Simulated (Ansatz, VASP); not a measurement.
# Two plane-wave programs on SiC

```
CELL_PARAMETERS angstrom
1.52966 -2.64944 0.00000
1.52966 2.64944 0.00000
0.00000 0.00000 15.01030
ATOMIC_POSITIONS crystal
Si 0.16667 0.83333 0.85770
Si 0.83333 0.16667 0.35770
Si 0.50000 0.50000 0.52448
Si 0.50000 0.50000 0.02448
Si 0.83333 0.16667 0.69121
Si 0.16667 0.83333 0.19121
C 0.50000 0.50000 0.64984
C 0.50000 0.50000 0.14984
C 0.16667 0.83333 0.98270
C 0.83333 0.16667 0.48270
C 0.83333 0.16667 0.81621
C 0.16667 0.83333 0.31621
```

Alike in both runs: functional LDA; k mesh 8 × 8 × 2; no spin polarisation.

Ansatz relaxed the structure, and its values are those at the end. VASP's run is a single point on that final structure, the one shown.

|  | VASP | Ansatz |
| --- | --- | --- |
| version | VASP 6.6.1 | Ansatz 0.2.0 |
| potentials or method | VASP PAW LDA potentials, release 64 (Si, C) | scalar-relativistic, plane waves, PAW |
| plane-wave cutoff (eV) | 520 | 420 |
| occupations | gaussian, width 0.01 eV | fixed |
| valence electrons in the cell | 48 | 48 |

|  | VASP | Ansatz | Ansatz less VASP |
| --- | --- | --- | --- |
| pressure (GPa) | 0.4 | 0.0 | -0.41 |

LDA's correlation is that of Perdew and Zunger in VASP and of Perdew and Wang (1992) in Ansatz.
